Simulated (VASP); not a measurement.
Input of a VASP 6.6.1 run:

INCAR

```
PREC = Accurate
ENCUT = 520
EDIFF = 1E-7
ISMEAR = -1
SIGMA = 0.08
LREAL = F
LASPH = T
NELM = 60
ALGO = Normal
ISIF = 2
LWAVE = F
LCHARG = F
GGA = PS
NBANDS = 35
```

The input KPOINTS:

```
regular mesh
0
Gamma
  11 11 3
```

Contents of POSCAR:

```
WSe2
1.0
    3.2899984505      0.0328999845      0.0328999845
   -1.6165070028      2.8327722442      0.0120422301
    0.1297000000      0.1297000000     12.9700000000
W Se
2 4
Direct
    0.3333333333      0.6666666667      0.2500000000
    0.6666666667      0.3333333333      0.7500000000
    0.3333333333      0.6666666667      0.6210000000
    0.6666666667      0.3333333333      0.1210000000
    0.3333333333      0.6666666667      0.8790000000
    0.6666666667      0.3333333333      0.3790000000
```

Potentials or basis: VASP PAW PBE potentials, release 64 (W_sv, Se).

The run is started by

```sh
$ cat potpaw_PBE.64/W_sv/POTCAR potpaw_PBE.64/Se/POTCAR > POTCAR
$ mpirun -np 1 vasp_std > vasp.out
```

Question: Predict the band gap on the k mesh.

Answer: 0.91 eV (least direct gap 1.70 eV).

Question: What does it give for the largest force?

Answer: 0.421 eV/Å.

Question: Estimate the pressure.

Answer: -0.6 GPa.

Stress tensor (GPa, compression positive):
```
-1.07 -1.67 -2.62
-1.67 -1.03 -2.62
-2.62 -2.62  0.19
```

Caveat: the cell differs from its parent crystal (equal xy, yz and zx shear strains of +2 %); the PAW data sets were made with another functional, which shifts forces and pressure a little; spin-orbit coupling is left out, which moves the levels of the heavy elements. A k mesh can miss the band edges.
